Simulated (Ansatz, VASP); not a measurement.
**Na2In2Sn3: VASP beside Ansatz**

```
Na In Sn
1.0
     9.74997    0.00000    0.00000
    -4.87498    8.44372    0.00000
     0.00000    0.00000    5.71302
Na In Sn
2 2 3
Direct
  0.33333 0.66667 0.00000
  0.66667 0.33333 0.00000
  0.33333 0.66667 0.50000
  0.66667 0.33333 0.50000
  0.50000 0.00000 0.00000
  0.00000 0.50000 0.00000
  0.50000 0.50000 0.00000
```

Alike in both runs: functional PBE; k mesh 3 × 3 × 4; occupations gaussian, width 0.2 eV; no spin polarisation.

Ansatz relaxed the structure, and its values are those at the end. VASP's run is a single point on that final structure, the one shown.

|  | VASP | Ansatz |
| --- | --- | --- |
| version | VASP 6.6.1 | Ansatz 0.2.0 |
| potentials or method | VASP PAW PBE potentials, release 64 (Na_pv, In_d, Sn_d), cutoff 520 eV | scalar-relativistic, plane waves, PAW |
| valence electrons in the cell | 82 | 86 |

```csv
,VASP,Ansatz,Ansatz less VASP
gap on the k mesh at the Fermi level (eV),none,none,-
pressure (GPa),0.2,0.2,+0.01
```

A gap of «none» marks a metal or a gap that the smearing closes. VASP's potentials hold 82 valence electrons a cell and Ansatz's 86, so a difference there can come from the potentials and not from the codes.
